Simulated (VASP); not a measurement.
Set up this calculation in VASP 6.6.1, as the native input.

| Item | Value |
| --- | --- |
| Task | relaxation of cell and atoms |
| Functional | PBE |
| Potentials or basis | VASP PAW PBE potentials, release 64 (Si, Se) |
| Cutoff | 600 eV |
| k mesh | 4 × 4 × 4 |
| Occupations | gaussian, width 0.1 eV |
| Spin | no spin polarisation |
| Dipole correction | no |
| Further INCAR settings | ALGO = Normal; EDIFF = 1e-06; IBRION = 2; EDIFFG = -0.04; NSW = 90; ISIF = 3 |

The structure of SiSe4 lies in POSCAR:

```
SiSe4
1.0
   -3.4287157000      3.4287157000      3.4287157000
    3.4287157000     -3.4287157000      3.4287157000
    3.4287157000      3.4287157000     -3.4287157000
Si Se
1 4
Direct
    0.0000000000      0.0000000000      0.0000000000
    0.3495999900      0.3495999900      0.3495999900
    0.6504000100      0.0000000000      0.0000000000
    0.0000000000      0.0000000000      0.6504000100
    0.0000000000      0.6504000100      0.0000000000
```

The input as run:

INCAR

```
SYSTEM = SiSe4
ALGO = Normal
EDIFF = 1E-6
EDIFFG = -0.04
ENCUT = 600
GGA = PE
IBRION = 2
ISIF = 3
ISMEAR = 0
LASPH = .True.
LCHARG = .False.
LREAL = .False.
LWAVE = .False.
NELM = 80
NSW = 90
PREC = Accurate
SIGMA = 0.1
```

KPOINTS

```
k-points
0
Gamma
  4 4 4
  0 0 0
```

Potentials or basis: VASP PAW PBE potentials, release 64 (Si, Se).

Run with:

```sh
$ cat potpaw_PBE.64/Si/POTCAR potpaw_PBE.64/Se/POTCAR > POTCAR
$ mpirun -np 1 vasp_std > vasp.out
```

It gave:

```json
{
 "Relaxed volume": "25.21 Å³/atom",
 "Relaxed cell": "a = 5.471 Å, b = 5.471 Å, c = 5.471 Å, α = 109.47°, β = 109.47°, γ = 109.47°",
 "Space group after relaxing (to 0.05 Å)": "I-43m (No. 217)",
 "Energy gained by relaxing": "384.4 meV/atom",
 "Ionic steps": "26",
 "Pressure after relaxing": "-0.1 GPa",
 "Largest force after relaxing": "0.006 eV/Å",
 "Band gap on the k mesh": "zero (band 14 reaches 4.35 eV, above the bottom of band 15 at 1.92 eV)"
}
```

Caveat: the volume moved by over 15 % at a fixed basis, so the end points are rough.

Run time: 3.9 min on 1 thread of Intel(R) Xeon(R) 6975P-C (Granite Rapids) (shared host), peak memory 0.35 GiB.
